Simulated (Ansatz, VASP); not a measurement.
This is a calculation of CdS for VASP 6.6.1.

Contents of INCAR:

```
SYSTEM = CdS
PREC = Accurate
ENCUT = 520
EDIFF = 1E-6
ISMEAR = -1
SIGMA = 0.1
LREAL = .FALSE.
LASPH = .TRUE.
NELM = 150
ALGO = Normal
ISIF = 2
LWAVE = .FALSE.
LCHARG = .FALSE.
MAGMOM = 0 0 0 0 0 0
LORBIT = 11
LSORBIT = .TRUE.
GGA_COMPAT = .FALSE.
LORBMOM = .TRUE.
GGA = PE
IVDW = 12
NBANDS = 30
```

The input KPOINTS:

```
regular mesh
0
G
  8 8 8
  0 0 0
```

Contents of POSCAR:

```
CdS
1.0
    0.0000000000      2.8969255847      2.8969255847
    2.8969255847      0.0000000000      2.8969255847
    2.8969255847      2.8969255847      0.0000000000
Cd S
1 1
Direct
    0.0000000000      0.0000000000      0.0000000000
    0.7500000000      0.7500000000      0.7500000000
```

Potentials or basis: VASP PAW PBE potentials, release 64 (Cd, S).

Run with:

```sh
$ cat potpaw_PBE.64/Cd/POTCAR potpaw_PBE.64/S/POTCAR > POTCAR
$ mpirun -np 1 vasp_ncl > vasp.out
```

Problem. Set up the same calculation for Ansatz 0.2.0. Potentials there: PseudoDojo standard (PBE files).

Solution. As run (the cutoff follows the program's own potentials):

Contents of input.yaml:

```yaml
crystal:
  lattice:
    - [0.0, 2.8969255847, 2.8969255847]
    - [2.8969255847, 0.0, 2.8969255847]
    - [2.8969255847, 2.8969255847, 0.0]
  atoms:
    - { symbol: Cd, position: [0.0, 0.0, 0.0] }
    - { symbol: S, position: [0.75, 0.75, 0.75] }
hamiltonian:
  xc: pbe
  pseudopotentials: { kind: nc_fr, accuracy: standard }
  dispersion: d3bj
magnetization:
  noncollinear: true
  spin_orbit: true
kpoints:
  mp_grid: { grid: [8, 8, 8] }
scf:
  occupations: { method: fermi_dirac, width: 0.1 }
output:
  forces: true
  stress: true
  eigenvalues: true
```

Potentials or basis: PseudoDojo standard (PBE files).

Command:

```console
$ ansatz run input.yaml --threads 1 --pin off --max-ram 2560MiB --backend cpu --events-out ev --progress --plain --runs-dir out
```

Both were run:

|  | VASP | Ansatz | Ansatz less VASP |
| --- | --- | --- | --- |
| pressure (GPa) | 2.3 | 2.0 | -0.29 |
| net moment per atom (μB) | 0.00 | 0.00 | 0.000 |

VASP's potentials hold 18 valence electrons a cell and Ansatz's 26, so a difference there can come from the potentials and not from the codes.
